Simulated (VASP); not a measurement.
A run of VASP 6.6.1:

Contents of INCAR:

```
  PREC = Accurate
  ENCUT = 520
  EDIFF = 1E-6
  ISMEAR = 0
  SIGMA = 0.1
  LREAL = F
  LASPH = T
  NELM = 80
  ALGO = Fast
  ISIF = 2
  LWAVE = F
  LCHARG = F
  GGA = PE
  NBANDS = 34
```

File KPOINTS:

```
Automatic mesh
0
Gamma
  12 12 12
```

The input POSCAR:

```
MgCd3Te2
1.0
    2.7495196828      1.5874359290      6.2467920266
   -2.7495196828      1.5874359290      6.2467920266
    0.0000000000     -3.1748718581      6.2467920266
Mg Cd Te
1 3 2
Direct
    0.0000000000      0.0000000000      0.0000000000
    0.6692082258      0.6692082258      0.6692082258
    0.3307917742      0.3307917742      0.3307917742
    0.5000000000      0.5000000000      0.5000000000
    0.8357854193      0.8357854193      0.8357854193
    0.1642145807      0.1642145807      0.1642145807
```

Potentials or basis: VASP PAW PBE potentials, release 64 (Mg, Cd, Te).

Command:

```console
$ cat potpaw_PBE.64/Mg/POTCAR potpaw_PBE.64/Cd/POTCAR potpaw_PBE.64/Te/POTCAR > POTCAR
$ mpirun -np 1 vasp_std > vasp.out
```

Hardware: 1 thread of Intel(R) Xeon(R) Platinum 8488C (Sapphire Rapids) (shared host).

**Question.** How long does it take, and how much memory?

**Answer.** Wall time 19 min on 1 thread of Intel(R) Xeon(R) Platinum 8488C (Sapphire Rapids) (shared host), peak memory 1.1 GiB. Counts: scf iterations 14, k points 189.
